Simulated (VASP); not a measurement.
# BaZrO3 (Pm-3m) in VASP: a series of runs, part 2 of 3

VASP 6.6.1. The steps go on from the part before.

### Step 4. Relaxation of cell and atoms, LDA, target pressure -2 GPa, at which the enthalpy is minimised

This run uses another cell than the first one, of 14.27 Å³/atom, 0.988 times its volume.

INCAR

```
SYSTEM = BaZrO3
PREC     = Accurate       ! precision mode
ENCUT    = 600            ! plane-wave cutoff, eV
EDIFF    = 1E-6           ! SCF threshold, eV
ISMEAR   = 0              ! smearing method
SIGMA    = 0.01           ! smearing width, eV
LREAL    = .FALSE.        ! projectors in reciprocal space
LASPH    = .TRUE.         ! aspherical terms in the spheres
NELM     = 80             ! most SCF steps
ALGO     = Normal         ! electronic algorithm
ISIF     = 3              ! what is computed and relaxed
LWAVE    = .FALSE.        ! write WAVECAR
LCHARG   = .FALSE.        ! write CHGCAR
GGA      = CA             ! functional
IBRION   = 2              ! ionic algorithm
NSW      = 100            ! ionic steps
EDIFFG   = -0.002         ! ionic threshold
PSTRESS  = -20.0
```

KPOINTS

```
regular mesh
0
G
  4 4 4
  0 0 0
```

POSCAR

```
BaZrO3
1.0
    4.1473627058      0.0000000000      0.0000000000
    0.0000000000      4.1473627058      0.0000000000
    0.0000000000      0.0000000000      4.1473627058
Ba Zr O
1 1 3
Direct
    0.0000000000      0.0000000000      0.0000000000
    0.5000000000      0.5000000000      0.5000000000
    0.0000000000      0.5000000000      0.5000000000
    0.5000000000      0.0000000000      0.5000000000
    0.5000000000      0.5000000000      0.0000000000
```

Potentials or basis: VASP PAW LDA potentials, release 64 (Ba_sv, Zr_sv, O).

Started as:

```
$ cat potpaw_LDA.64/Ba_sv/POTCAR potpaw_LDA.64/Zr_sv/POTCAR potpaw_LDA.64/O/POTCAR > POTCAR
$ mpirun -np 1 vasp_std > vasp.out
```

OUTCAR:

```text
SYSTEM = BaZrO3
   PREC = Accurate
   ENCUT = 600
   EDIFF = 1E-6
   ISMEAR = 0
   LREAL = .FALSE.
   LASPH = .TRUE.
   NELM = 80
   ISIF = 3
   GGA = CA
   IBRION = 2
   NSW = 100
   EDIFFG = -0.002
   PSTRESS = -20.0

 ion  position               nearest neighbor table
   1  0.000  0.000  0.000-   3 2.93   4 2.93   5 2.93   3 2.93   4 2.93   3 2.93   5 2.93   3 2.93
                             4 2.93   5 2.93   4 2.93   5 2.93   2 3.59   2 3.59   2 3.59   2 3.59
   2  0.500  0.500  0.500-   3 2.07   4 2.07   5 2.07   5 2.07   4 2.07   3 2.07   1 3.59   1 3.59
                             1 3.59   1 3.59   1 3.59   1 3.59   1 3.59   1 3.59
   3  0.000  0.500  0.500-   2 2.07   2 2.07   1 2.93   1 2.93   1 2.93   1 2.93
   4  0.500  0.000  0.500-   2 2.07   2 2.07   1 2.93   1 2.93   1 2.93   1 2.93
   5  0.500  0.500  0.000-   2 2.07   2 2.07   1 2.93   1 2.93   1 2.93   1 2.93

  LATTYP: Found a simple cubic cell.
 ALAT       =     4.1473627058

  Lattice vectors:

 A1 = (   4.1473627058,   0.0000000000,   0.0000000000)
 A2 = (   0.0000000000,   4.1473627058,   0.0000000000)
 A3 = (   0.0000000000,   0.0000000000,   4.1473627058)

Analysis of symmetry for initial positions (statically):
=====================================================================
 Subroutine PRICEL returns:
 Original cell was already a primitive cell.

 Routine SETGRP: Setting up the symmetry group for a
 simple cubic supercell.

 Subroutine GETGRP returns: Found 48 space group operations
 (whereof 48 operations were pure point group operations)
 out of a pool of 48 trial point group operations.

The static configuration has the point symmetry O_h .

Analysis of symmetry for dynamics (positions and initial velocities):
=====================================================================
 Subroutine PRICEL returns:
 Original cell was already a primitive cell.

 Routine SETGRP: Setting up the symmetry group for a
 simple cubic supercell.

 Subroutine GETGRP returns: Found 48 space group operations
 (whereof 48 operations were pure point group operations)
 out of a pool of 48 trial point group operations.

The dynamic configuration has the point symmetry O_h .

 Subroutine INISYM returns: Found 48 space group operations
 (whereof 48 operations are pure point group operations),
 and found     1 'primitive' translations

----------------------------------------------------------------------------------------

                                     Primitive cell

  volume of cell :      71.3372

  direct lattice vectors                    reciprocal lattice vectors
     4.147362706  0.000000000  0.000000000     0.241117084  0.000000000  0.000000000
     0.000000000  4.147362706  0.000000000     0.000000000  0.241117084  0.000000000
     0.000000000  0.000000000  4.147362706     0.000000000  0.000000000  0.241117084

  length of vectors
     4.147362706  4.147362706  4.147362706     0.241117084  0.241117084  0.241117084

  position of ions in fractional coordinates (direct lattice)
     0.000000000  0.000000000  0.000000000
     0.500000000  0.500000000  0.500000000
     0.000000000  0.500000000  0.500000000
     0.500000000  0.000000000  0.500000000
     0.500000000  0.500000000  0.000000000

  ion indices of the primitive-cell ions
   primitive index   ion index
                 1           1
                 2           2
                 3           3
                 4           4
                 5           5

----------------------------------------------------------------------------------------

 KPOINTS: regular mesh

Automatic generation of k-mesh.
 Grid dimensions read from file:
 generate k-points for:    4    4    4

 Generating k-lattice:

  Cartesian coordinates                     Fractional coordinates (reciprocal lattice)
     0.060279271  0.000000000  0.000000000     0.250000000  0.000000000  0.000000000
     0.000000000  0.060279271  0.000000000     0.000000000  0.250000000  0.000000000
     0.000000000  0.000000000  0.060279271     0.000000000  0.000000000  0.250000000

  Length of vectors
     0.060279271  0.060279271  0.060279271

  Shift w.r.t. Gamma in fractional coordinates (k-lattice)
     0.000000000  0.000000000  0.000000000

 Subroutine IBZKPT returns following result:
 ===========================================

 Found     10 irreducible k-points:

 Following reciprocal coordinates:
            Coordinates               Weight
  0.000000  0.000000  0.000000      1.000000
  0.250000  0.000000  0.000000      6.000000
  0.500000  0.000000  0.000000      3.000000
  0.250000  0.250000  0.000000     12.000000
  0.500000  0.250000  0.000000     12.000000
  0.500000  0.500000  0.000000      3.000000
  0.250000  0.250000  0.250000      8.000000
  0.500000  0.250000  0.250000     12.000000
  0.500000  0.500000  0.250000      6.000000
  0.500000  0.500000  0.500000      1.000000
   k-points           NKPTS =     10   k-points in BZ     NKDIM =     10   number of bands    NBANDS=     24
   number of dos      NEDOS =    301   number of ions     NIONS =      5
   total plane-waves  NPLWV =  46656
   dimension x,y,z NGX =    36 NGY =   36 NGZ =   36
   dimension x,y,z NGXF=    72 NGYF=   72 NGZF=   72
   ions per type =               1   1   3
   NGX,Y,Z   is equivalent  to a cutoff of  14.43, 14.43, 14.43 a.u.
   NGXF,Y,Z  is equivalent  to a cutoff of  28.86, 28.86, 28.86 a.u.
 SYSTEM =  BaZrO3
   PREC   = accura    normal or accurate (medium, high low for compatibility)
   ISTART =      0    job   : 0-new  1-cont  2-samecut
   ICHARG =      2    charge: 1-file 2-atom 10-const
   ISPIN  =      1    spin polarized calculation?
   LNONCOLLINEAR =      F non collinear calculations
   LSORBIT =      F    spin-orbit coupling
   LASPH  =      T    aspherical Exc in radial PAW
   ENCUT  =  600.0 eV  44.10 Ry    6.64 a.u.   8.28  8.28  8.28*2*pi/ulx,y,z
   NELM   =     80;   NELMIN=  2; NELMDL= -5     # of ELM steps
   EDIFF  = 0.1E-05   stopping-criterion for ELM
   LREAL  =      F    real-space projection
   EDIFFG = -.2E-02   stopping-criterion for IOM
   NSW    =    100    number of steps for IOM
   IBRION =      2    ionic relax: 0-MD 1-quasi-New 2-CG
   NFREE  =      1    steps in history (QN), initial steepest desc. (CG)
   ISIF   =      3    stress and relaxation
   ISYM   =      2    0-nonsym 1-usesym 2-fastsym
   POTIM  = 0.5000    time-step for ionic-motion
   TEBEG  =    0.0;   TEEND  =   0.0 temperature during run
   PSTRESS=  -20.0 pullay stress
   NELECT =      40.0000    total number of electrons
   NUPDOWN=      -1.0000    fix difference up-down
   EMIN   =  10.00;   EMAX   =-10.00  energy-range for DOS
   EFERMI =   0.00;   METHOD = LEGACY
   ISMEAR =     0;   SIGMA  =   0.01  broadening in eV -4-tet -1-fermi 0-gaus
   EFERMI_NEDOS =   21; number of points for ismear=-14 and -15
   IALGO  =     38    algorithm
   IMIX   =      4    mixing-type and parameters
     AMIX     =   0.40;   BMIX     =  1.00
     AMIX_MAG =   1.60;   BMIX_MAG =  1.00
  volume/ion in A,a.u.               =      14.27        96.28
  Fermi-wavevector in a.u.,A,eV,Ry     =   1.349966  2.551066 24.795367  1.822408
  Thomas-Fermi vector in A             =   2.477509
   LORBIT       =      0    0 simple, 1 ext, 2 COOP (PROOUT), +10 PAW based schemes
   GGA     = CA    functional components
   LHFCALC =     F    Hartree Fock is set to
   AEXX    =    0.0000 exact exchange contribution
   IVDW    =     0    specifies the selected vdW correction
   LEPSILON=     F    determine dielectric tensor
   LRPA    =     F    only Hartree local field effects (RPA)
 conjugate gradient relaxation of ions
 non-spin polarized calculation
 Gauss-broadening in eV      SIGMA  =   0.01
  energy-cutoff  :      600.00
  volume of cell :       71.34
 maximum number of plane-waves:      2409
 NGX is ok and might be reduce to    36
   NGX = 17   NGY = 17   NGZ = 17

--------------------------------------- Ionic step        1  -------------------------------------------

 number of electron      39.9999990 magnetization

 Free energy of the ion-electron system (eV)
  ---------------------------------------------------
  ext. energy  EPLUGINS =         0.00000000
  ---------------------------------------------------
  free energy    TOTEN  =       -45.73430852 eV

  energy without entropy =      -45.73430852  energy(sigma->0) =      -45.73430852

------------------------ aborting loop because EDIFF is reached ----------------------------------------

  FORCE on cell =-STRESS in cart. coord.  units (eV):
  Direction    XX          YY          ZZ          XY          YZ          ZX
  --------------------------------------------------------------------------------------
  -------------------------------------------------------------------------------------
  Total        0.6142825      0.6142825      0.6142825      0.0000000      0.0000000     -0.0000000
  in kB       13.7963016     13.7963016     13.7963016      0.0000000      0.0000000     -0.0000000
  external PRESSURE =      33.7963016 kB  Pullay stress =     -20.0000000 kB
[... 69 lines left out ...]
--------------------------------------- Ionic step        3  -------------------------------------------

 number of electron      40.0000002 magnetization

 Free energy of the ion-electron system (eV)
  ---------------------------------------------------
  ext. energy  EPLUGINS =         0.00000000
  ---------------------------------------------------
  free energy    TOTEN  =       -45.73121883 eV

  energy without entropy =      -45.73121883  energy(sigma->0) =      -45.73121883

 E-fermi :   3.6642     XC(G=0): -11.2966

 val. band max:        3.5583967408   @ k =   0.5000   0.5000   0.5000
 cond. band min:       6.6464651732   @ k =   0.0000   0.0000   0.0000
 fundamental gap:      3.0880684323
 Fermi energy:         3.6641734676

 k-point     1 :       0.0000    0.0000    0.0000
  band No.  band energies     occupation
      1     -43.0397      2.00000
      2     -21.5410      2.00000
      3     -21.3943      2.00000
      4     -21.3943      2.00000
      5     -21.3943      2.00000
      6     -12.5194      2.00000
[... 295 lines left out ...]
  energy  without entropy=      -45.7312188309  energy(sigma->0) =      -45.73121883

  enthalpy is  TOTEN    =       -46.6394566347 eV   P V=       -0.9082378038

 reached required accuracy - stopping structural energy minimisation
```

Wall time 20 s (1 thread of Intel Xeon 6975P-C (Granite Rapids), shared host); peak memory 0.19 GiB.

Results:

```yaml
Free_energy: -45.7312 eV
Relaxed_volume: 14.55 Å³/atom
Relaxed_cell: a = 4.175 Å, b = 4.175 Å, c = 4.175 Å, α = 90.00°, β = 90.00°, γ = 90.00°
Space_group_after_relaxing_to_0.05_Å: Pm-3m (No. 221)
Energy_change_on_relaxing_the_enthalpy_is_what_falls: +0.6 meV/atom
Ionic_steps: 3
Pressure_after_relaxing: -2.0 GPa
Band_gap_on_the_k_mesh: 3.09 eV, indirect (least direct gap 3.29 eV)
```

The path:
| step | energy change (eV) | largest force (eV/Å) | pressure (GPa) | volume (Å³) |
| --- | --- | --- | --- | --- |
| 1 | 0.0000 | 0.0000 | 1.38 | 71.34 |
| 2 | 0.0452 | 0.0000 | -5.71 | 74.49 |
| 3 | 0.0031 | 0.0000 | -2.01 | 72.76 |

Final structure:
```
CELL_PARAMETERS angstrom
4.17471 0.00000 0.00000
0.00000 4.17471 0.00000
0.00000 0.00000 4.17471
ATOMIC_POSITIONS crystal
Ba 0.00000 0.00000 0.00000
Zr 0.50000 0.50000 0.50000
O 0.00000 0.50000 0.50000
O 0.50000 0.00000 0.50000
O 0.50000 0.50000 0.00000
```

Caveat: the cell is relaxed towards a set pressure, so the enthalpy falls and the energy may rise; spin-orbit coupling is left out, which moves the levels of the heavy elements.

(Part 2 of 3 ends here.)
